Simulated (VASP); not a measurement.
WC: single point with PBEsol

WC:

```xyz
2
Lattice="2.8985 0.0000 0.0000 -1.4492 2.5102 0.0000 0.0000 0.0000 2.8278" Properties=species:S:1:pos:R:3 pbc="T T T"
W     0.0000    0.0000    0.0000
C     1.4492    0.8367    1.4139
```

```yaml
Program: VASP 6.6.1
Task: single point
Functional: PBEsol
Potentials_or_basis: VASP PAW PBE potentials, release 64 (W_sv, C)
Cutoff: 520 eV
k_mesh: 24 × 24 × 18
Occupations: gaussian, width 0.1 eV
Spin: no spin polarisation
Dipole_correction: no
Further_INCAR_settings: ALGO = Normal; EDIFF = 1e-07; NBANDS = 16
```

* Pressure: 1.3 GPa
* Band gap on the k mesh: zero (bands 9 and 10 overlap by 1.28 eV)

Levels at points of the mesh, in eV from the Fermi level:
```
           k point  band 5  band 6  band 7  band 8  band 9  band 10  band 11  band 12  band 13  band 14
(0.00, 0.00, 0.00)  -14.49   -4.37   -3.36   -3.36    0.13     3.27     3.27     5.71     5.71     6.47
(0.50, 0.00, 0.00)  -11.08   -7.07   -3.64   -3.62   -0.44     2.37     4.59     4.97     6.93     9.76
(0.00, 0.00, 0.50)  -10.36   -8.72   -2.03   -2.03   -0.60    -0.60     3.74     4.56     4.56    10.03
(0.50, 0.00, 0.50)  -11.30   -6.51   -4.36   -4.19    0.32     4.50     5.40     6.75     9.32    10.24
```

It took 74 s on 1 thread of Intel(R) Xeon(R) Platinum 8488C (Sapphire Rapids) (shared host), peak memory 0.3 GiB.

Caveat: the PAW data sets were made with another functional, which shifts forces and pressure a little; spin-orbit coupling is left out, which moves the levels of the heavy elements.
